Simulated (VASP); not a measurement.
Crystal: TiSi5.

```
Si Ti
1.0
     2.22591   -3.85540    0.00000
    -4.45183    0.00000    0.00000
     0.00000    0.00000   -5.29225
Si Ti
5 1
Direct
  0.00000 0.00000 0.50000
  0.00000 0.00000 0.00000
  0.33333 0.66667 0.25000
  0.33333 0.66667 0.75000
  0.66667 0.33333 0.75000
  0.66667 0.33333 0.25000
```

- Program: VASP 6.6.1
- Task: relaxation of cell and atoms
- Functional: PBE
- Potentials or basis: VASP PAW PBE potentials, release 64 (Si, Ti_sv)
- Cutoff: 500 eV
- k mesh: 12 × 12 × 8
- Occupations: gaussian, width 0.1 eV
- Spin: no spin polarisation

At the start: pressure -1.0 GPa; volume 15.14 Å³/atom.

Q: Where does the relaxation end?

A: Over 4 steps the energy falls by 5.4 meV/atom and the volume is 15.01 Å³/atom (-0.9 %); space group P-6m2 (No. 187, to 0.1 Å) before and after.

Step by step:
```
step  energy change (eV)  largest force (eV/Å)  pressure (GPa)  volume (Å³)
   1              0.0000                0.0515           -1.05        90.83
   2             -0.0307                0.0268            0.40        89.53
   3             -0.0311                0.0222            0.60        89.37
   4             -0.0326                0.0100           -0.11        90.03
```

Final structure:
```cif
data_structure
_symmetry_space_group_name_H-M 'P 1'
_symmetry_Int_Tables_number 1
_cell_length_a 4.4832
_cell_length_b 4.4832
_cell_length_c 5.1724
_cell_angle_alpha 90.000
_cell_angle_beta 90.000
_cell_angle_gamma 120.000
_cell_volume 90.03
loop_
_atom_site_label
_atom_site_type_symbol
_atom_site_fract_x
_atom_site_fract_y
_atom_site_fract_z
_atom_site_occupancy
Si1 Si 0.00000 0.00000 0.50077 1
Si2 Si 0.00000 0.00000 0.99923 1
Si3 Si 0.33333 0.66667 0.25000 1
Si4 Si 0.33333 0.66667 0.75000 1
Si5 Si 0.66667 0.33333 0.75000 1
Ti1 Ti 0.66667 0.33333 0.25000 1
```
